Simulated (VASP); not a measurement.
# Cu (Fm-3m) in VASP: notebook

Runs on Cu. Level: r2SCAN+rVV10. Tasks: single point, relaxation of cell and atoms.

Program: VASP 6.6.1. These are calculated values, not measurements. Logs are shortened: lines on timing, memory, paths and dates and some standing lists are left out, and cuts for length are marked.

### 1 The cell of the first run

Symmetry: Fm-3m, No. 225, cubic system. The conventional cell has a = 3.650 Å, b = 3.650 Å, c = 3.650 Å, α = 90.00°, β = 90.00°, γ = 90.00°. Cu (site symmetry m-3m) has 12 Cu at 2.58 Å within 3.4 Å.

### 2 Single point, r2SCAN+rVV10

POSCAR

```
Cu
1.0
    0.0000000000      1.8250000000      1.8250000000
    1.8250000000      0.0000000000      1.8250000000
    1.8250000000      1.8250000000      0.0000000000
Cu
1
Direct
    0.0000000000      0.0000000000      0.0000000000
```

INCAR.step1

```
SYSTEM = Cu
PREC     = Accurate       ! precision mode
ENCUT    = 520            ! plane-wave cutoff, eV
ISMEAR   = 0              ! smearing method
SIGMA    = 0.1            ! smearing width, eV
LREAL    = .FALSE.        ! projectors in reciprocal space
LASPH    = .TRUE.         ! aspherical terms in the spheres
NELM     = 100            ! most SCF steps
NBANDS   = 12             ! bands
GGA      = PE             ! functional
ALGO     = Normal         ! electronic algorithm
EDIFF    = 1E-4           ! SCF threshold, eV
LWAVE    = .TRUE.         ! write WAVECAR
LCHARG   = .FALSE.        ! write CHGCAR
```

INCAR.step2

```
SYSTEM = Cu
PREC     = Accurate       ! precision mode
ENCUT    = 520            ! plane-wave cutoff, eV
EDIFF    = 1E-6           ! SCF threshold, eV
ISMEAR   = 0              ! smearing method
SIGMA    = 0.1            ! smearing width, eV
LREAL    = .FALSE.        ! projectors in reciprocal space
LASPH    = .TRUE.         ! aspherical terms in the spheres
NELM     = 100            ! most SCF steps
ALGO     = Normal         ! electronic algorithm
ISIF     = 2              ! what is computed and relaxed
LWAVE    = .FALSE.        ! write WAVECAR
LCHARG   = .TRUE.         ! write CHGCAR
METAGGA  = R2SCAN         ! meta-GGA
LMIXTAU  = .TRUE.       
LUSE_VDW = .TRUE.       
IVDW_NL  = 2            
BPARAM   = 11.95        
CPARAM   = 0.0093       
LELF     = .TRUE.         ! ELF
LVHAR    = .TRUE.       
NBANDS   = 12             ! bands
ISTART   = 1
```

KPOINTS

```
regular mesh
0
G
  8 8 8
  0 0 0
```

Potentials or basis: VASP PAW PBE potentials, release 64 (Cu).

Command:

```sh
$ cat potpaw_PBE.64/Cu/POTCAR > POTCAR
$ cp INCAR.step1 INCAR
$ mpirun -np 1 vasp_std > vasp.out
$ cp INCAR.step2 INCAR
$ mpirun -np 1 vasp_std > vasp.out
```

OUTCAR:

```text
SYSTEM = Cu
   PREC = Accurate
   ENCUT = 520
   EDIFF = 1E-6
   ISMEAR = 0
   LREAL = .FALSE.
   LASPH = .TRUE.
   NELM = 100
   ISIF = 2
   METAGGA = R2SCAN
   IVDW_NL = 2
   BPARAM = 11.95
   ISTART = 1

 ion  position               nearest neighbor table
   1  0.000  0.000  0.000-

  LATTYP: Found a face centered cubic cell.
 ALAT       =     3.6500000000

  Lattice vectors:

 A1 = (   0.0000000000,   1.8250000000,   1.8250000000)
 A2 = (   1.8250000000,   0.0000000000,   1.8250000000)
 A3 = (   1.8250000000,   1.8250000000,   0.0000000000)

Analysis of symmetry for initial positions (statically):
=====================================================================
 Subroutine PRICEL returns:
 Original cell was already a primitive cell.

 Routine SETGRP: Setting up the symmetry group for a
 face centered cubic supercell.

 Subroutine GETGRP returns: Found 48 space group operations
 (whereof 48 operations were pure point group operations)
 out of a pool of 48 trial point group operations.

The static configuration has the point symmetry O_h .

Analysis of symmetry for dynamics (positions and initial velocities):
=====================================================================
 Subroutine PRICEL returns:
 Original cell was already a primitive cell.

 Routine SETGRP: Setting up the symmetry group for a
 face centered cubic supercell.

 Subroutine GETGRP returns: Found 48 space group operations
 (whereof 48 operations were pure point group operations)
 out of a pool of 48 trial point group operations.

The dynamic configuration has the point symmetry O_h .

 Subroutine INISYM returns: Found 48 space group operations
 (whereof 48 operations are pure point group operations),
 and found     1 'primitive' translations

----------------------------------------------------------------------------------------

                                     Primitive cell

  volume of cell :      12.1568

  direct lattice vectors                    reciprocal lattice vectors
     0.000000000  1.825000000  1.825000000    -0.273972603  0.273972603  0.273972603
     1.825000000  0.000000000  1.825000000     0.273972603 -0.273972603  0.273972603
     1.825000000  1.825000000  0.000000000     0.273972603  0.273972603 -0.273972603

  length of vectors
     2.580939751  2.580939751  2.580939751     0.474534468  0.474534468  0.474534468

  position of ions in fractional coordinates (direct lattice)
     0.000000000  0.000000000  0.000000000

  ion indices of the primitive-cell ions
   primitive index   ion index
                 1           1

----------------------------------------------------------------------------------------

 KPOINTS: regular mesh

Automatic generation of k-mesh.
 Grid dimensions read from file:
 generate k-points for:    8    8    8

 Generating k-lattice:

  Cartesian coordinates                     Fractional coordinates (reciprocal lattice)
    -0.034246575  0.034246575  0.034246575     0.125000000  0.000000000  0.000000000
     0.034246575 -0.034246575  0.034246575     0.000000000  0.125000000  0.000000000
     0.034246575  0.034246575 -0.034246575     0.000000000  0.000000000  0.125000000

  Length of vectors
     0.059316808  0.059316808  0.059316808

  Shift w.r.t. Gamma in fractional coordinates (k-lattice)
     0.000000000  0.000000000  0.000000000

 Subroutine IBZKPT returns following result:
 ===========================================

 Found     29 irreducible k-points:

 Following reciprocal coordinates:
            Coordinates               Weight
  0.000000  0.000000  0.000000      1.000000
  0.125000  0.000000  0.000000      8.000000
  0.250000  0.000000  0.000000      8.000000
  0.375000  0.000000  0.000000      8.000000
  0.500000  0.000000  0.000000      4.000000
  0.125000  0.125000  0.000000      6.000000
[... 16 lines left out ...]
  0.500000  0.250000  0.125000     48.000000
 -0.375000  0.250000  0.125000     24.000000
 [... further k-points ...]
[... 50 lines left out ...]
      9      30.4101      0.00000
     10      30.4102      0.00000
     11      36.1937      0.00000
     12      36.1938      0.00000

 k-point     4 :       0.3750    0.0000    0.0000
  band No.  band energies     occupation
      1       1.5076      2.00000
      2       4.0261      2.00000
      3       4.0264      2.00000
      4       4.4169      2.00000
      5       5.1866      2.00000
      6       5.1868      2.00000
      7      14.0722      0.00000
      8      29.1037      0.00000
      9      29.8137      0.00000
     10      29.8138      0.00000
     11      33.6365      0.00000
     12      33.6368      0.00000

 k-point     5 :       0.5000    0.0000    0.0000
  band No.  band energies     occupation
      1       1.9706      2.00000
      2       3.9577      2.00000
      3       3.9579      2.00000
      4       5.3450      2.00000
      5       5.3452      2.00000
      6       6.0586      2.00000
      7      10.8563      0.00000
      8      28.6829      0.00000
      9      29.6952      0.00000
     10      29.6954      0.00000
     11      32.6500      0.00000
     12      32.6504      0.00000
[... 228 lines left out ...]
      1       2.1543      2.00000
      2       2.6187      2.00000
      3       5.3133      2.00000
      4       5.4926      2.00000
      5       5.4927      2.00000
      6       8.6269      0.00000
      7      14.2591      0.00000
      8      20.5466      0.00000
      9      20.5467      0.00000
     10      24.8375      0.00000
     11      27.6812      0.00000
     12      50.1176      0.00000

 k-point    22 :       0.3750    0.2500    0.1250
  band No.  band energies     occupation
      1       0.9981      2.00000
      2       3.3689      2.00000
      3       3.9812      2.00000
      4       4.6542      2.00000
      5       4.6779      2.00000
      6       5.4715      2.00000
      7      20.6286      0.00000
      8      21.3845      0.00000
      9      26.7386      0.00000
     10      31.3602      0.00000
     11      33.3808      0.00000
     12      38.1071      0.00000

 k-point    23 :       0.5000    0.2500    0.1250
  band No.  band energies     occupation
      1       2.4091      2.00000
      2       3.4126      2.00000
      3       3.7245      2.00000
      4       4.5219      2.00000
      5       5.1242      2.00000
      6       6.8622      1.70771
      7      15.2147      0.00000
      8      20.8210      0.00000
      9      23.7918      0.00000
     10      31.4965      0.00000
     11      35.0792      0.00000
     12      38.8849      0.00000

 k-point    24 :      -0.3750    0.2500    0.1250
  band No.  band energies     occupation
      1       2.7271      2.00000
      2       3.3986      2.00000
      3       3.9274      2.00000
      4       4.4213      2.00000
      5       5.2948      2.00000
      6       9.1738      0.00000
      7      11.3888      0.00000
      8      21.5217      0.00000
      9      21.9880      0.00000
     10      31.2241      0.00000
     11      34.8989      0.00000
     12      42.6386      0.00000

 [... further k-points ...]

------------------------ aborting loop because EDIFF is reached ----------------------------------------

  FORCE on cell =-STRESS in cart. coord.  units (eV):
  Direction    XX          YY          ZZ          XY          YZ          ZX
  --------------------------------------------------------------------------------------
  -------------------------------------------------------------------------------------
  Total       -0.6676703     -0.6676703     -0.6676703     -0.0000000      0.0000000      0.0000000
  in kB      -87.9942022    -87.9942022    -87.9942022     -0.0000000      0.0000000      0.0000000
  external PRESSURE =     -87.9942022 kB  Pullay stress =       0.0000000 kB

 VOLUME and BASIS-vectors are now :
 -----------------------------------------------------------------------------
  energy-cutoff  :      520.00
  volume of cell :       12.16
      direct lattice vectors                 reciprocal lattice vectors
     0.000000000  1.825000000  1.825000000    -0.273972603  0.273972603  0.273972603
     1.825000000  0.000000000  1.825000000     0.273972603 -0.273972603  0.273972603
     1.825000000  1.825000000  0.000000000     0.273972603  0.273972603 -0.273972603

 POSITION                                       TOTAL-FORCE (eV/Angst)
 -----------------------------------------------------------------------------------
      0.00000      0.00000      0.00000         0.000000      0.000000      0.000000
 -----------------------------------------------------------------------------------
    total drift:                               -0.000000     -0.000000     -0.000000

  FREE ENERGIE OF THE ION-ELECTRON SYSTEM (eV)
  ---------------------------------------------------
  free  energy   TOTEN  =       -10.4824331924 eV

  energy  without entropy=      -10.4793747698  energy(sigma->0) =      -10.48090398
```

Wall time 29 s (1 thread of AMD EPYC 7R13, shared host); peak memory 0.14 GiB.

Results:

```yaml
Free_energy: -10.4824 eV
Pressure: -8.8 GPa
Band_gap_on_the_k_mesh: zero (an odd number of electrons rules out a gap without spin polarisation)
```

Caveat: the k points lie up to 0.37 Å⁻¹ apart, too coarse for converged energies and pressures of a metal; the PAW data sets were made with another functional, which shifts forces and pressure a little.

### 3 Single point, r2SCAN+rVV10

This run uses another cell than the first one, of 11.32 Å³/atom.

POSCAR

```
Cu
1.0
    0.0000000000      1.7821900748      1.7821900748
    1.7821900748      0.0000000000      1.7821900748
    1.7821900748      1.7821900748      0.0000000000
Cu
1
Direct
    0.0000000000      0.0000000000      0.0000000000
```

INCAR.step1

```
SYSTEM = Cu
PREC = Accurate
ENCUT = 520
ISMEAR = 0
SIGMA = 0.1
LREAL = .FALSE.
LASPH = .TRUE.
NELM = 100
NBANDS = 12
GGA = PE
ALGO = Normal
EDIFF = 1E-4
LWAVE = .TRUE.
LCHARG = .FALSE.
```

INCAR.step2

```
SYSTEM = Cu
PREC = Accurate
ENCUT = 520
EDIFF = 1E-6
ISMEAR = 0
SIGMA = 0.1
LREAL = .FALSE.
LASPH = .TRUE.
NELM = 100
ALGO = Normal
ISIF = 2
LWAVE = .FALSE.
LCHARG = .FALSE.
METAGGA = R2SCAN
LMIXTAU = .TRUE.
LUSE_VDW = .TRUE.
IVDW_NL = 2
BPARAM = 11.95
CPARAM = 0.0093
NBANDS = 12
ISTART = 1
```

KPOINTS

```
regular mesh
0
G
  10 10 10
  0 0 0
```

Potentials or basis: VASP PAW PBE potentials, release 64 (Cu).

Command:

```sh
$ cat potpaw_PBE.64/Cu/POTCAR > POTCAR
$ cp INCAR.step1 INCAR
$ mpirun -np 1 vasp_std > vasp.out
$ cp INCAR.step2 INCAR
$ mpirun -np 1 vasp_std > vasp.out
```

Run time: 43 s. Hardware: 1 thread of AMD EPYC 7R13, shared host; peak memory 0.15 GiB.

The run converged. Its results:

```yaml
Free_energy: -10.5231 eV
Pressure: 0.6 GPa
Band_gap_on_the_k_mesh: zero (an odd number of electrons rules out a gap without spin polarisation)
```

Levels at points of the mesh, in eV from the Fermi level:
```tsv
k point	band 4	band 5	band 6	band 7	band 8	band 9
(0.00, 0.00, 0.00)	-3.13	-2.25	-2.25	23.87	27.24	27.24
(0.50, 0.00, 0.00)	-1.63	-1.63	-1.05	4.33	22.35	23.97
(0.50, 0.50, 0.00)	-1.46	-1.46	1.69	7.87	14.24	14.24
```

Caveat: the PAW data sets were made with another functional, which shifts forces and pressure a little.

### 4 Single point, r2SCAN+rVV10

This run uses another cell than the first one, of 11.31 Å³/atom.

POSCAR

```
Cu
1.0
    0.0000000000      1.7818019458      1.7818019458
    1.7818019458      0.0000000000      1.7818019458
    1.7818019458      1.7818019458      0.0000000000
Cu
1
Direct
    0.0000000000      0.0000000000      0.0000000000
```

INCAR.step1: that of step 3 with these lines changed.

```diff
@@ -7,3 +7,3 @@
 LASPH = .TRUE.
-NELM = 100
+NELM = 80
 NBANDS = 12
```

INCAR.step2: that of step 3 with these lines changed.

```diff
@@ -8,3 +8,3 @@
 LASPH = .TRUE.
-NELM = 100
+NELM = 80
 ALGO = Normal
@@ -12,3 +12,3 @@
 LWAVE = .FALSE.
-LCHARG = .FALSE.
+LCHARG = .TRUE.
 METAGGA = R2SCAN
@@ -19,2 +19,4 @@
 CPARAM = 0.0093
+LELF = .TRUE.
+LVHAR = .TRUE.
 NBANDS = 12
```

KPOINTS

```
Automatic mesh
0
G
  20 20 20
  0 0 0
```

Command:

```sh
$ cat potpaw_PBE.64/Cu/POTCAR > POTCAR
$ cp INCAR.step1 INCAR
$ mpirun -np 1 vasp_std > vasp.out
$ cp INCAR.step2 INCAR
$ mpirun -np 1 vasp_std > vasp.out
```

Run time: 3.2 min. Hardware: 1 thread of AMD EPYC 7R13, shared host; peak memory 0.17 GiB.

It converged, with:

* Free energy: -10.5385 eV
* Pressure: 0.6 GPa
* Band gap on the k mesh: zero (an odd number of electrons rules out a gap without spin polarisation)

Levels at points of the mesh, in eV from the Fermi level:
```csv
k point,band 3,band 4,band 5,band 6,band 7,band 8,band 9,band 10
"(0.00, 0.00, 0.00)",-3.23,-3.23,-2.36,-2.36,23.76,27.14,27.14,27.14
"(0.50, 0.00, 0.00)",-3.28,-1.73,-1.73,-1.16,4.23,22.24,23.86,23.86
"(0.50, 0.50, 0.00)",-1.77,-1.57,-1.57,1.58,7.77,14.13,14.13,18.60
```

Caveat: the PAW data sets were made with another functional, which shifts forces and pressure a little.

### 5 Relaxation of cell and atoms, r2SCAN+rVV10

POSCAR

```
Cu
1.0
    0.0000000000      1.8250000000      1.8250000000
    1.8250000000      0.0000000000      1.8250000000
    1.8250000000      1.8250000000      0.0000000000
Cu
1
Direct
    0.0000000000      0.0000000000      0.0000000000
```

INCAR.step1

```
SYSTEM = Cu
  PREC = Accurate
  ENCUT = 600
  ISMEAR = 0
  SIGMA = 0.1
  LREAL = .False.
  LASPH = .True.
  NELM = 60
  GGA = PE
  ALGO = Normal
  EDIFF = 1E-4
  LWAVE = .True.
  LCHARG = .False.
```

INCAR.step2

```
SYSTEM = Cu
  PREC = Accurate
  ENCUT = 600
  EDIFF = 1E-6
  ISMEAR = 0
  SIGMA = 0.1
  LREAL = .False.
  LASPH = .True.
  NELM = 60
  ALGO = Normal
  ISIF = 3
  LWAVE = .False.
  LCHARG = .False.
  METAGGA = R2SCAN
  LMIXTAU = .True.
  LUSE_VDW = .True.
  IVDW_NL = 2
  BPARAM = 11.95
  CPARAM = 0.0093
  IBRION = 2
  NSW = 100
  EDIFFG = -0.05
  ISTART = 1
```

KPOINTS

```
regular mesh
0
Gamma
  10 10 10
  0 0 0
```

Command:

```sh
$ cat potpaw_PBE.64/Cu/POTCAR > POTCAR
$ cp INCAR.step1 INCAR
$ mpirun -np 1 vasp_std > vasp.out
$ cp INCAR.step2 INCAR
$ mpirun -np 1 vasp_std > vasp.out
```

It took 3.8 min on 1 thread of AMD EPYC 7R13, shared host; peak memory 0.2 GiB.

Results (log left out):

```yaml
Free_energy: -10.5240 eV
Relaxed_volume: 11.37 Å³/atom
Relaxed_cell: a = 2.524 Å, b = 2.524 Å, c = 2.524 Å, α = 60.00°, β = 60.00°, γ = 60.00°
Space_group_after_relaxing_to_0.1_Å: Fm-3m (No. 225)
Energy_gained_by_relaxing: 24.7 meV/atom
Ionic_steps: 3
Pressure_after_relaxing: -0.1 GPa
Band_gap_on_the_k_mesh: zero (an odd number of electrons rules out a gap without spin polarisation)
```

Step by step:
```csv
step,energy change (eV),largest force (eV/Å),pressure (GPa),volume (Å³)
1,0.0000,0.0000,-9.54,12.16
2,-0.0155,0.0000,6.94,10.93
3,-0.0247,0.0000,-0.10,11.37
```

Final structure:
```
Cu
1.0
     0.00000    1.78480    1.78480
     1.78480    0.00000    1.78480
     1.78480    1.78480    0.00000
Cu
1
Cartesian
  0.0000 0.0000 0.0000
```

Levels at points of the mesh, in eV from the Fermi level:
| k point | band 3 | band 4 | band 5 | band 6 | band 7 | band 8 | band 9 |
| --- | --- | --- | --- | --- | --- | --- | --- |
| (0.00, 0.00, 0.00) | -3.11 | -3.11 | -2.25 | -2.25 | 23.84 | 27.17 | 27.17 |
| (0.50, 0.00, 0.00) | -3.16 | -1.62 | -1.62 | -1.04 | 4.31 | 22.32 | 23.90 |
| (0.50, 0.50, 0.00) | -1.66 | -1.46 | -1.46 | 1.69 | 7.84 | 14.21 | 14.21 |

Caveat: the PAW data sets were made with another functional, which shifts forces and pressure a little.

### 6 Relaxation of cell and atoms, r2SCAN+rVV10

This run uses another cell than the first one, of 11.32 Å³/atom.

POSCAR

```
Cu
1.0
    0.0000000000      1.7821900748      1.7821900748
    1.7821900748      0.0000000000      1.7821900748
    1.7821900748      1.7821900748      0.0000000000
Cu
1
Direct
    0.0000000000      0.0000000000      0.0000000000
```

INCAR.step1

```
SYSTEM = Cu
  ALGO = Normal
  EDIFF = 1E-4
  ENCUT = 600
  GGA = PE
  ISMEAR = 0
  LASPH = .True.
  LCHARG = .False.
  LREAL = .False.
  LWAVE = .True.
  NELM = 60
  PREC = Accurate
  SIGMA = 0.1
```

INCAR.step2

```
SYSTEM = Cu
  ALGO = Normal
  BPARAM = 11.95
  CPARAM = 0.0093
  EDIFF = 1E-7
  EDIFFG = -0.002
  ENCUT = 600
  IBRION = 2
  ISIF = 3
  ISMEAR = 0
  ISTART = 1
  IVDW_NL = 2
  LASPH = .True.
  LCHARG = .False.
  LMIXTAU = .True.
  LREAL = .False.
  LUSE_VDW = .True.
  LWAVE = .False.
  METAGGA = R2SCAN
  NELM = 60
  NSW = 100
  PREC = Accurate
  SIGMA = 0.1
```

KPOINTS

```
k-points
0
Gamma
  20 20 20
  0 0 0
```

Potentials or basis: VASP PAW PBE potentials, release 64 (Cu).

Command:

```sh
$ cat potpaw_PBE.64/Cu/POTCAR > POTCAR
$ cp INCAR.step1 INCAR
$ mpirun -np 1 vasp_std > vasp.out
$ cp INCAR.step2 INCAR
$ mpirun -np 1 vasp_std > vasp.out
```

It took 12 min on 1 thread of AMD EPYC 7R13, shared host; peak memory 0.18 GiB.

It converged, with:

* Free energy: -10.5388 eV
* Relaxed volume: 11.36 Å³/atom
* Relaxed cell: a = 2.523 Å, b = 2.523 Å, c = 2.523 Å, α = 60.00°, β = 60.00°, γ = 60.00°
* Space group after relaxing (to 0.1 Å): Fm-3m (No. 225)
* Energy gained by relaxing: 0.1 meV/atom
* Ionic steps: 4
* Pressure after relaxing: 0.0 GPa
* Band gap on the k mesh: zero (an odd number of electrons rules out a gap without spin polarisation)

Final structure:
```
Cu
1.0
     0.00000    1.78415    1.78415
     1.78415    0.00000    1.78415
     1.78415    1.78415    0.00000
Cu
1
Direct
  0.00000 0.00000 0.00000
```

Levels at points of the mesh, in eV from the Fermi level:
```csv
k point,band 4,band 5,band 6,band 7,band 8,band 9
"(0.00, 0.00, 0.00)",-3.22,-2.35,-2.35,23.73,27.07,27.07
"(0.50, 0.00, 0.00)",-1.73,-1.73,-1.15,4.21,22.21,23.80
"(0.50, 0.50, 0.00)",-1.57,-1.57,1.58,7.74,14.10,14.10
```

Caveat: the PAW data sets were made with another functional, which shifts forces and pressure a little.

### 7 Summary

```csv
task,cell,k mesh,cutoff (eV),gap on the mesh (eV),pressure (GPa),relaxed volume (Å³/atom)
single point,"a = 2.581 Å, angles 60.0°, 1 atom",8 × 8 × 8,520,none,-8.8,-
single point,"a = 2.520 Å, angles 60.0°, 1 atom",10 × 10 × 10,520,none,0.6,-
single point,"a = 2.520 Å, angles 60.0°, 1 atom",20 × 20 × 20,520,none,0.6,-
relaxation of cell and atoms,"relaxed from a = 2.581 Å, angles 60.0°, 1 atom",10 × 10 × 10,600,none,-0.1,11.37
relaxation of cell and atoms,"relaxed from a = 2.520 Å, angles 60.0°, 1 atom",20 × 20 × 20,600,none,0.0,11.36
```

Alike in all rows: level r2SCAN+rVV10; potentials or basis VASP PAW PBE potentials, release 64 (Cu); no spin polarisation; smearing gaussian 0.1 eV.

Caveats: some runs use coarse meshes; the PAW data sets were made with another functional, which shifts forces and pressure a little.

Total energies depend on the potentials used, so only differences within one code and one set of settings carry meaning.
